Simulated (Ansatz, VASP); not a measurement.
## InP: VASP beside Ansatz

```
In P
1.0
     0.00000    2.94065    2.85500
     2.94065    0.00000    2.85500
     2.94065    2.94065    0.00000
In P
1 1
Direct
  0.00000 0.00000 0.00000
  0.50000 0.50000 0.50000
```

Change from the starting cell: equal xx and yy strain of +3 %.

Alike in both runs: task single point; functional PBEsol; k mesh 11 × 11 × 11; occupations fermi-dirac, width 0.03 eV; no spin polarisation.

|  | VASP | Ansatz |
| --- | --- | --- |
| version | VASP 6.6.1 | Ansatz 0.2.0 |
| potentials or method | VASP PAW PBE potentials, release 64 (In_d, P), cutoff 520 eV | all-electron LAPW, scalar-relativistic |

|  | VASP | Ansatz | Ansatz less VASP |
| --- | --- | --- | --- |
| pressure (GPa) | -10.1 | -10.1 | 0.00 |
| traceless stress, the component that is largest in VASP (GPa) | 1.01 | 1.00 | -0.002 |

VASP's potentials were made for PBE, not for PBEsol. Ansatz ran all-electron here, and VASP with PAW potentials.
